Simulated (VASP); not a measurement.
Here is a VASP 6.6.1 calculation.

Contents of POSCAR:

```
H17O8F
1.0
    6.4950650000      0.0000000000      0.0000000000
    0.0000000000      6.4950650000      0.0000000000
    0.0000000000      0.0000000000      6.4950650000
O H F
8 17 1
Direct
    0.8465812120      0.2288044846      0.5164074570
    0.1597058690      0.3401043715      0.7034725596
    1.0455014692      0.2754706843      1.1196808654
    0.3930522635     -0.1140712218      0.6815020327
    0.1531470432     -0.0258042067      0.3666629972
    0.2488966623      0.7136341207     -0.0321012954
    0.4656458403      0.4992097847      0.3722672521
    0.7138188763      0.6262600913      0.8419007354
    0.8650875703      0.2352401400      0.6759593630
    0.8705224659      0.3586723151      0.4704648837
    0.1669267359      0.2654630862      0.5654908765
    0.2630920553      0.4574857988      0.6767599708
    1.0425607750      0.3163478733      0.9808215930
    1.1137070992      0.1548868256      1.1183567832
    0.3961161282     -0.0025403903      0.7725095900
    0.3260475453     -0.0505922574      0.5540360258
    0.1962413001     -0.0843409573      0.2388736679
    0.0099460129      0.0205078779      0.3470942939
    0.3052471376      0.7565590183     -0.1705140749
    0.2959169770      0.5824730007     -0.0204001038
    0.3476639572      0.3848922220      0.3452621336
    0.5140056335      0.5296328828      0.2411369247
    0.5838740644      0.6874142137      0.7973900184
    0.8041182036      0.7287532919      0.7808235945
    0.6320337056      0.9375425804      0.1423542336
    0.7626559549      0.9987736843      0.1485743407
```

Contents of INCAR.step1:

```
SYSTEM = H17O8F
PREC = Accurate
ENCUT = 520
ISMEAR = -1
SIGMA = 0.05
LREAL = Auto
LASPH = .TRUE.
NELM = 100
NBANDS = 55
GGA = PE
ALGO = Normal
EDIFF = 1E-4
LWAVE = .TRUE.
LCHARG = .FALSE.
```

The input INCAR.step2:

```
SYSTEM = H17O8F
PREC = Accurate
ENCUT = 520
EDIFF = 1E-6
ISMEAR = -1
SIGMA = 0.05
LREAL = Auto
LASPH = .TRUE.
NELM = 100
ALGO = Normal
ISIF = 2
LWAVE = .FALSE.
LCHARG = .FALSE.
METAGGA = R2SCAN
LMIXTAU = .TRUE.
NBANDS = 55
ISTART = 1
```

The input KPOINTS:

```
regular mesh
0
G
  1 1 1
  0 0 0
```

Potentials or basis: VASP PAW PBE potentials, release 64 (O, H, F).

Run with:

```bash
$ cat potpaw_PBE.64/O/POTCAR potpaw_PBE.64/H/POTCAR potpaw_PBE.64/F/POTCAR > POTCAR
$ cp INCAR.step1 INCAR
$ mpirun -np 1 vasp_gam > vasp.out
$ cp INCAR.step2 INCAR
$ mpirun -np 1 vasp_gam > vasp.out
```

(1) What does it give for the pressure?

(2) What does it give for the band gap on the k mesh?

Answers

(1) 1.8 GPa.

(2) 4.47 eV.

Caveat: the k points lie up to 0.97 Å⁻¹ apart; the PAW data sets were made with another functional, which shifts forces and pressure a little.
